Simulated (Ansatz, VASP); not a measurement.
## Bi in VASP and in Ansatz

```
Bi
1.0
    -1.71449    1.71449    2.49116
     1.71449   -1.71449    2.49116
     1.71449    1.71449   -2.49116
Bi
1
Direct
  0.00000 0.00000 0.00000
```

Alike in both runs: task single point; functional PBE; dispersion D3(BJ); k mesh 18 × 18 × 18; occupations gaussian, width 0.15 eV; no spin polarisation.

```csv
,VASP,Ansatz
version,VASP 6.6.1,Ansatz 0.2.0
potentials or method,"VASP PAW PBE potentials, release 64 (Bi_d), cutoff 520 eV","scalar-relativistic, plane waves, PAW"
valence electrons in the cell,15,15
```

|  | VASP | Ansatz | Ansatz less VASP |
| --- | --- | --- | --- |
| gap on the k mesh at the Fermi level (eV) | none | none | - |
| pressure (GPa) | 2.0 | 2.0 | +0.04 |
| traceless stress, the component that is largest in VASP (GPa) | 0.13 | 0.13 | 0.000 |

A gap of «none» marks a metal or a gap that the smearing closes.

Neither program's run includes spin-orbit coupling.
